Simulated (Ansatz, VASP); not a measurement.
# TaN: VASP beside Ansatz

```xyz
2
Lattice="2.8509 0.0000 0.0000 -1.4255 2.4690 0.0000 0.0000 0.0000 2.9784" Properties=species:S:1:pos:R:3 pbc="T T T"
Ta    0.0000    1.6460    1.4892
N     0.0000    0.0000    0.0000
```

Alike in both runs: task single point; functional PBEsol; k mesh 18 × 18 × 16; occupations gaussian, width 0.15 eV; no spin polarisation.

|  | VASP | Ansatz |
| --- | --- | --- |
| version | VASP 6.6.1 | Ansatz 0.2.0 |
| potentials or method | VASP PAW PBE potentials, release 64 (Ta_pv, N), cutoff 520 eV | scalar-relativistic, plane waves, PAW |
| valence electrons in the cell | 16 | 18 |

VASP gave:

```
gap on the k mesh at the Fermi level (eV)                     : none
pressure (GPa)                                                : 5.1
traceless stress, the component that is largest in VASP (GPa) : -26.89
```

Question: Estimate Ansatz's values.

Answer: gap on the k mesh at the Fermi level (eV): none; pressure (GPa): 4.2; traceless stress, the component that is largest in VASP (GPa): -27.00.

VASP's potentials were made for PBE, not for PBEsol. A gap of «none» marks a metal or a gap that the smearing closes. VASP's potentials hold 16 valence electrons a cell and Ansatz's 18, so a difference there can come from the potentials and not from the codes.

Neither program's run includes spin-orbit coupling.
